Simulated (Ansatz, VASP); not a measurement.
## One calculation of TaSi5, two programs

Contents of INCAR:

```
PREC = Accurate
ENCUT = 500
EDIFF = 1E-7
ISMEAR = 0
SIGMA = 0.1
LREAL = F
LASPH = T
NELM = 120
ALGO = Normal
ISIF = 3
LWAVE = F
LCHARG = F
GGA = PE
IBRION = 2
NSW = 90
EDIFFG = -0.04
GGA_COMPAT = F
NELMIN = 4
```

The input KPOINTS:

```
Automatic mesh
0
Gamma
  6 6 2
```

The input POSCAR:

```
TaSi5
1.0
    2.7807639748      0.0000000000      0.0000000000
   -1.3903819874      2.4082122441      0.0000000000
    0.0000000000      0.0000000000     13.9099991222
Ta Si
1 5
Direct
    0.0000000000      0.0000000000      0.0000000000
    0.6666666667      0.3333333333      0.8408732335
    0.0000000000      0.0000000000      0.6716279470
    0.6666666667      0.3333333333      0.5000000000
    0.0000000000      0.0000000000      0.3283720530
    0.6666666667      0.3333333333      0.1591267665
```

Input for Ansatz:

```yaml
crystal:
  lattice:
    - [2.7807639748, 0.0, 0.0]
    - [-1.3903819874, 2.4082122441, 0.0]
    - [0.0, 0.0, 13.9099991222]
  atoms:
    - { symbol: Ta, position: [0.0, 0.0, 0.0] }
    - { symbol: Si, position: [0.6666666667, 0.3333333333, 0.8408732335] }
    - { symbol: Si, position: [0.0, 0.0, 0.671627947] }
    - { symbol: Si, position: [0.6666666667, 0.3333333333, 0.5] }
    - { symbol: Si, position: [0.0, 0.0, 0.328372053] }
    - { symbol: Si, position: [0.6666666667, 0.3333333333, 0.1591267665] }
basis:
  ecutwfc: 420
kpoints:
  mp_grid: { grid: [6, 6, 2] }
hamiltonian:
  xc: pbe
scf:
  occupations: { method: gaussian, width: 0.1 }
  lower_state_search: "off"
output:
  forces: true
  stress: true
  eigenvalues: true
relax:
  adjacent_minimum: "off"
  f_tol: 0.04
  max_steps: 70
  cell: { stress_tol: 0.4 }
```

Change from the starting cell: species swapped into the Mg5Cd type (P-6m2, No. 187).

Alike in both runs: task relaxation of cell and atoms; functional PBE; k mesh 6 × 6 × 2; occupations gaussian, width 0.1 eV; no spin polarisation.

|  | VASP | Ansatz |
| --- | --- | --- |
| version | VASP 6.6.1 | Ansatz 0.2.0 |
| potentials or method | VASP PAW PBE potentials, release 64 (Ta_sv_GW, Si), cutoff 500 eV | scalar-relativistic, plane waves, PAW |
| valence electrons in the cell | 33 | 33 |

```csv
,VASP,Ansatz,Ansatz less VASP
"gap on the k mesh at the Fermi level, each at its own relaxed structure (eV)",none,none,-
relaxed volume (Å³/atom),16.57,15.34,-1.229
relaxed cell length with the largest relative difference (Å),9.347,12.283,+2.9360
```

A gap of «none» marks a metal or a gap that the smearing closes. One of these differences is far larger than is usual between the two programs; its cause wasn't traced.

The k mesh is coarse, so the values compare programs but aren't converged. Neither program's run includes spin-orbit coupling.
